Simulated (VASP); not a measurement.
# Mg (P6/mmm) in VASP: a series of runs, part 2 of 2

VASP 6.6.1. The steps go on from the part before.

## 3. Single point, PBE

File INCAR:

```
ALGO = Normal
EDIFF = 1E-6
ENCUT = 750
GGA = PE
GGA_COMPAT = F
ISIF = 2
ISMEAR = -1
LASPH = T
LCHARG = F
LREAL = F
LWAVE = F
NBANDS = 11
NELM = 120
PREC = Accurate
SIGMA = 0.1
```

File KPOINTS:

```
k-points
0
Gamma
  14 14 13
```

File POSCAR:

```
Mg
1.0
    2.4013257785      0.0000000000      0.0000000000
   -1.2006628893      2.0796091269      0.0000000000
    0.0000000000      0.0000000000      2.2117096066
Mg
1
Direct
    0.0000000000      0.0000000000      0.0000000000
```

Potentials or basis: VASP PAW PBE potentials, release 64 (Mg_sv).

The run is started by

```bash
$ cat potpaw_PBE.64/Mg_sv/POTCAR > POTCAR
$ mpirun -np 1 vasp_std > vasp.out
```

OUTCAR:

```text
EDIFF = 1E-6
   ENCUT = 750
   GGA = PE
   ISIF = 2
   ISMEAR = -1
   LASPH = T
   LREAL = F
   NELM = 120
   PREC = Accurate

 ion  position               nearest neighbor table
   1  0.000  0.000  0.000-

  LATTYP: Found a hexagonal cell.
 ALAT       =     2.4013257785
 C/A-ratio  =     0.9210368815

  Lattice vectors:

 A1 = (   2.4013257785,   0.0000000000,   0.0000000000)
 A2 = (  -1.2006628893,   2.0796091269,   0.0000000000)
 A3 = (   0.0000000000,   0.0000000000,   2.2117096066)

Analysis of symmetry for initial positions (statically):
=====================================================================
 Subroutine PRICEL returns:
 Original cell was already a primitive cell.

 Routine SETGRP: Setting up the symmetry group for a
 hexagonal supercell.

 Subroutine GETGRP returns: Found 24 space group operations
 (whereof 24 operations were pure point group operations)
 out of a pool of 24 trial point group operations.

The static configuration has the point symmetry D_6h.

Analysis of symmetry for dynamics (positions and initial velocities):
=====================================================================
 Subroutine PRICEL returns:
 Original cell was already a primitive cell.

 Routine SETGRP: Setting up the symmetry group for a
 hexagonal supercell.

 Subroutine GETGRP returns: Found 24 space group operations
 (whereof 24 operations were pure point group operations)
 out of a pool of 24 trial point group operations.

The dynamic configuration has the point symmetry D_6h.

 Subroutine INISYM returns: Found 24 space group operations
 (whereof 24 operations are pure point group operations),
 and found     1 'primitive' translations

----------------------------------------------------------------------------------------

                                     Primitive cell

  volume of cell :      11.0449

  direct lattice vectors                    reciprocal lattice vectors
     2.401325778  0.000000000  0.000000000     0.416436624  0.240429797  0.000000000
    -1.200662889  2.079609127  0.000000000     0.000000000  0.480859594  0.000000000
     0.000000000  0.000000000  2.211709607     0.000000000  0.000000000  0.452138923

  length of vectors
     2.401325778  2.401325778  2.211709607     0.480859594  0.480859594  0.452138923

  position of ions in fractional coordinates (direct lattice)
     0.000000000  0.000000000  0.000000000

  ion indices of the primitive-cell ions
   primitive index   ion index
                 1           1

----------------------------------------------------------------------------------------

 KPOINTS: k-points

Automatic generation of k-mesh.
 Grid dimensions read from file:
 generate k-points for:   14   14   13

 Generating k-lattice:

  Cartesian coordinates                     Fractional coordinates (reciprocal lattice)
     0.029745473  0.017173557  0.000000000     0.071428571  0.000000000  0.000000000
     0.000000000  0.034347114  0.000000000     0.000000000  0.071428571  0.000000000
     0.000000000  0.000000000  0.034779917     0.000000000  0.000000000  0.076923077

  Length of vectors
     0.034347114  0.034347114  0.034779917

  Shift w.r.t. Gamma in fractional coordinates (k-lattice)
     0.000000000  0.000000000  0.000000000

 Subroutine IBZKPT returns following result:
 ===========================================

 Found    168 irreducible k-points:

 Following reciprocal coordinates:
            Coordinates               Weight
  0.000000  0.000000  0.000000      1.000000
  0.071429  0.000000  0.000000      6.000000
  0.142857 -0.000000  0.000000      6.000000
  0.214286  0.000000  0.000000      6.000000
  0.285714 -0.000000  0.000000      6.000000
  0.357143  0.000000  0.000000      6.000000
[... 16 lines left out ...]
  0.285714  0.285714  0.000000      6.000000
  0.357143  0.285714  0.000000      6.000000
 [... further k-points ...]
   k-points           NKPTS =    168   k-points in BZ     NKDIM =    168   number of bands    NBANDS=     11
   number of dos      NEDOS =    301   number of ions     NIONS =      1
   total plane-waves  NPLWV =  11520
   dimension x,y,z NGX =    24 NGY =   24 NGZ =   20
   dimension x,y,z NGXF=    48 NGYF=   48 NGZF=   40
   ions per type =               1
   NGX,Y,Z   is equivalent  to a cutoff of  16.62, 16.62, 15.03 a.u.
   NGXF,Y,Z  is equivalent  to a cutoff of  33.23, 33.23, 30.07 a.u.
 SYSTEM =  unknown system
   PREC   = accura    normal or accurate (medium, high low for compatibility)
   ISTART =      0    job   : 0-new  1-cont  2-samecut
   ICHARG =      2    charge: 1-file 2-atom 10-const
   ISPIN  =      1    spin polarized calculation?
   LNONCOLLINEAR =      F non collinear calculations
   LSORBIT =      F    spin-orbit coupling
   LASPH  =      T    aspherical Exc in radial PAW
   ENCUT  =  750.0 eV  55.12 Ry    7.42 a.u.   5.36  5.36  4.94*2*pi/ulx,y,z
   NELM   =    120;   NELMIN=  2; NELMDL= -5     # of ELM steps
   EDIFF  = 0.1E-05   stopping-criterion for ELM
   LREAL  =      F    real-space projection
   EDIFFG = 0.1E-04   stopping-criterion for IOM
   NSW    =      0    number of steps for IOM
   IBRION =     -1    ionic relax: 0-MD 1-quasi-New 2-CG
   NFREE  =      0    steps in history (QN), initial steepest desc. (CG)
   ISIF   =      2    stress and relaxation
   ISYM   =      2    0-nonsym 1-usesym 2-fastsym
   POTIM  = 0.5000    time-step for ionic-motion
   TEBEG  =    0.0;   TEEND  =   0.0 temperature during run
   PSTRESS=    0.0 pullay stress
   NELECT =      10.0000    total number of electrons
   NUPDOWN=      -1.0000    fix difference up-down
   EMIN   =  10.00;   EMAX   =-10.00  energy-range for DOS
   EFERMI =   0.00;   METHOD = LEGACY
   ISMEAR =    -1;   SIGMA  =   0.10  broadening in eV -4-tet -1-fermi 0-gaus
   EFERMI_NEDOS =   21; number of points for ismear=-14 and -15
   IALGO  =     38    algorithm
   IMIX   =      4    mixing-type and parameters
     AMIX     =   0.40;   BMIX     =  1.00
     AMIX_MAG =   1.60;   BMIX_MAG =  1.00
  volume/ion in A,a.u.               =      11.04        74.53
  Fermi-wavevector in a.u.,A,eV,Ry     =   1.583755  2.992862 34.127199  2.508278
  Thomas-Fermi vector in A             =   2.683477
   LORBIT       =      0    0 simple, 1 ext, 2 COOP (PROOUT), +10 PAW based schemes
   GGA     = PE    functional components
   LHFCALC =     F    Hartree Fock is set to
   AEXX    =    0.0000 exact exchange contribution
   IVDW    =     0    specifies the selected vdW correction
   LEPSILON=     F    determine dielectric tensor
   LRPA    =     F    only Hartree local field effects (RPA)
 non-spin polarized calculation
  energy-cutoff  :      750.00
  volume of cell :       11.04
 maximum number of plane-waves:       532
 NGX is ok and might be reduce to    24
   NGX = 11   NGY = 11   NGZ =  9

 number of electron      10.0000005 magnetization

 Free energy of the ion-electron system (eV)
  ---------------------------------------------------
  ext. energy  EPLUGINS =         0.00000000
  ---------------------------------------------------
  free energy    TOTEN  =         1.23773548 eV

  energy without entropy =        1.24600160  energy(sigma->0) =        1.24186854

 E-fermi :   7.5314     XC(G=0): -11.6190

 val. band max:        7.4985200121   @ k =   0.3571   0.2857   0.1538
 cond. band min:       7.5541011199   @ k =   0.4286   0.0000   0.0000
 fundamental gap:      0.0555811079
 Fermi energy:         7.5314124092

 k-point     1 :       0.0000    0.0000    0.0000
  band No.  band energies     occupation
      1     -68.7191      2.00000
      2     -35.1787      2.00000
      3     -35.1787      2.00000
      4     -35.1610      2.00000
      5      -3.1737      2.00000
      6      19.9307      0.00000
      7      24.6295      0.00000
      8      24.6295      0.00000
      9      26.1606      0.00000
     10      28.2829      0.00000
     11      31.0114      0.00000

 k-point     2 :       0.0714    0.0000    0.0000
  band No.  band energies     occupation
      1     -68.7150      2.00000
      2     -35.2029      2.00000
      3     -35.1840      2.00000
      4     -35.1586      2.00000
      5      -2.9919      2.00000
      6      19.8767      0.00000
      7      22.4299      0.00000
      8      24.3394      0.00000
      9      26.2460      0.00000
     10      29.8409      0.00000
     11      31.5765      0.00000
[... 295 lines left out ...]
 k-point    24 :       0.3571    0.2857    0.0000
  band No.  band energies     occupation
      1     -68.6232      2.00000
      2     -35.5377      2.00000
      3     -35.4638      2.00000
      4     -35.1068      2.00000
      5       5.8688      2.00000
      6       6.8866      1.99684
      7      11.1849      0.00000
      8      31.0345      0.00000
      9      31.2099      0.00000
     10      32.7386      0.00000
     11      34.1533      0.00000

 [... further k-points ...]
[... 5 lines left out ...]
  --------------------------------------------------------------------------------------
  -------------------------------------------------------------------------------------
  Total        7.3963912      7.3963912      7.3688662     -0.0000000      0.0000000      0.0000000
  in kB     1072.9254621   1072.9254621   1068.9326749     -0.0000000      0.0000000      0.0000000
  external PRESSURE =    1071.5945330 kB  Pullay stress =       0.0000000 kB

 VOLUME and BASIS-vectors are now :
 -----------------------------------------------------------------------------
  energy-cutoff  :      750.00
  volume of cell :       11.04
      direct lattice vectors                 reciprocal lattice vectors
     2.401325778  0.000000000  0.000000000     0.416436624  0.240429797  0.000000000
    -1.200662889  2.079609127  0.000000000     0.000000000  0.480859594  0.000000000
     0.000000000  0.000000000  2.211709607     0.000000000  0.000000000  0.452138923

 POSITION                                       TOTAL-FORCE (eV/Angst)
 -----------------------------------------------------------------------------------
      0.00000      0.00000      0.00000         0.000000      0.000000      0.000000
 -----------------------------------------------------------------------------------
    total drift:                                0.000000      0.000000      0.000000

  FREE ENERGIE OF THE ION-ELECTRON SYSTEM (eV)
  ---------------------------------------------------
  free  energy   TOTEN  =         1.2377354792 eV

  energy  without entropy=        1.2460016007  energy(sigma->0) =        1.24186854
```

stdout:

```text
POSCAR found type information on POSCAR Mg
 POSCAR found :  1 types and       1 ions
 scaLAPACK will be used
 LDA part: xc-table for (Slater+PW92), standard interpolation
 POSCAR, INCAR and KPOINTS ok, starting setup
 FFT: planning ... GRIDC
 FFT: planning ... GRID_SOFT
 FFT: planning ... GRID
 WAVECAR not read
 entering main loop
```

Run time: 13 s. Hardware: 1 thread of Intel Xeon Platinum 8488C (Sapphire Rapids), shared host; peak memory 0.15 GiB.

What came out:

```
Free energy            : 1.2377 eV
Pressure               : 107.2 GPa
Band gap on the k mesh : zero (bands 5 and 6 overlap by 5.42 eV)
```

Stress tensor (GPa, compression positive):
```
107.29   0.00   0.00
  0.00 107.29   0.00
  0.00   0.00 106.89
```

Caveat: the cell stands under pressure.

## 4. Single point, PBE

This run uses another cell than the first one, of 12.84 Å³/atom.

File INCAR:

```
SYSTEM = Mg
  PREC = Accurate
  ENCUT = 750
  EDIFF = 1E-6
  ISMEAR = -1
  SIGMA = 0.1
  LREAL = .FALSE.
  LASPH = .TRUE.
  NELM = 120
  ALGO = Normal
  ISIF = 2
  LWAVE = .FALSE.
  LCHARG = .TRUE.
  GGA = PE
  LELF = .TRUE.
  LVHAR = .TRUE.
  NBANDS = 11
  GGA_COMPAT = .FALSE.
```

File KPOINTS:

```
Automatic mesh
0
G
  14 14 13
  0 0 0
```

File POSCAR:

```
Mg
1.0
    2.5171844316      0.0000000000      0.0000000000
   -1.2585922158      2.1799456638      0.0000000000
    0.0000000000      0.0000000000      2.3404628134
Mg
1
Direct
    0.0000000000      0.0000000000      0.0000000000
```

The run is started by

```bash
$ cat potpaw_PBE.64/Mg_sv/POTCAR > POTCAR
$ mpirun -np 1 vasp_std > vasp.out
```

Run time: 45 s. Hardware: 1 thread of AMD EPYC 7R43 (Zen 3), shared host; peak memory 0.12 GiB.

Results (log left out):

| Quantity | Value |
| --- | --- |
| Free energy | 0.2657 eV |
| Pressure | 66.4 GPa |
| Band gap on the k mesh | zero (bands 5 and 6 overlap by 5.54 eV) |

Stress tensor (GPa, compression positive):
```
66.26  0.00  0.00
 0.00 66.26  0.00
 0.00  0.00 66.62
```

Levels at points of the mesh, in eV from the Fermi level:
```
           k point  band 2  band 3  band 4  band 5  band 6  band 7  band 8  band 9  band 10
(0.00, 0.00, 0.00)  -42.57  -42.57  -42.57   -9.84   11.54   16.11   16.11   16.41    19.44
(0.50, 0.00, 0.00)  -42.87  -42.64  -42.54   -2.99   -1.51   10.72   12.67   19.77    23.34
```

Caveat: the cell stands under pressure.
